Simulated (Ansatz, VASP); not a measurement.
CuO: VASP beside Ansatz

```
Cu O
1.0
     0.00000    2.15807    2.15807
     2.15807    0.00000    2.15807
     2.15807    2.15807    0.00000
Cu O
1 1
Cartesian
  2.0202 2.0232 0.1243
  2.2959 2.2929 2.0338
```

Alike in both runs: task single point; functional BLYP; k mesh 11 × 11 × 11; occupations fermi-dirac, width 0.05 eV; no spin polarisation.

|  | VASP | Ansatz |
| --- | --- | --- |
| version | VASP 6.6.1 | Ansatz 0.2.0 |
| potentials or method | VASP PAW PBE potentials, release 64 (Cu_sv_GW, O) | Ansatz PAW |
| plane-wave cutoff (eV) | 820 | 420 |
| valence electrons in the cell | 25 | 25 |

|  | VASP | Ansatz | Ansatz less VASP |
| --- | --- | --- | --- |
| gap on the k mesh at the Fermi level (eV) | none | none | - |
| pressure (GPa) | 13.2 | 13.2 | -0.04 |
| traceless stress, the component that is largest in VASP (GPa) | -2.81 | -2.63 | +0.187 |
| rms of the force components (eV/Å) | 0.388 | 0.352 | -0.0360 |

VASP's potentials were made for PBE, not for BLYP. Atom by atom the forces differ by 0.036 eV/Å (rms over components). A gap of «none» marks a metal or a gap that the smearing closes.
